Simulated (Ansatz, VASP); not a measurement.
BeS: VASP beside Ansatz

```
CELL_PARAMETERS angstrom
0.00000 2.42500 2.42500
2.42500 0.00000 2.42500
2.42500 2.42500 0.00000
ATOMIC_POSITIONS crystal
Be 0.00000 0.00000 0.00000
S 0.25000 0.25000 0.25000
```

Change from the starting cell: volume scaled by 1, crystal datasets.

Alike in both runs: task electric field gradients; functional PBE; k mesh 10 × 10 × 10; occupations fermi-dirac, width 0.03 eV; no spin polarisation.

```csv
,VASP,Ansatz
version,VASP 6.6.1,Ansatz 0.2.0
potentials or method,"VASP PAW PBE potentials, release 64 (Be, S), cutoff 520 eV","all-electron PAW with datasets made for the crystal, scalar-relativistic"
```

VASP gave:

```
gap on the k mesh at the Fermi level (eV) : 3.11
pressure (GPa)                            : 1.6
```

Task: Which values does Ansatz return?

Result: gap on the k mesh at the Fermi level (eV): 3.11; pressure (GPa): 1.5.

Ansatz ran all-electron here, and VASP with PAW potentials.
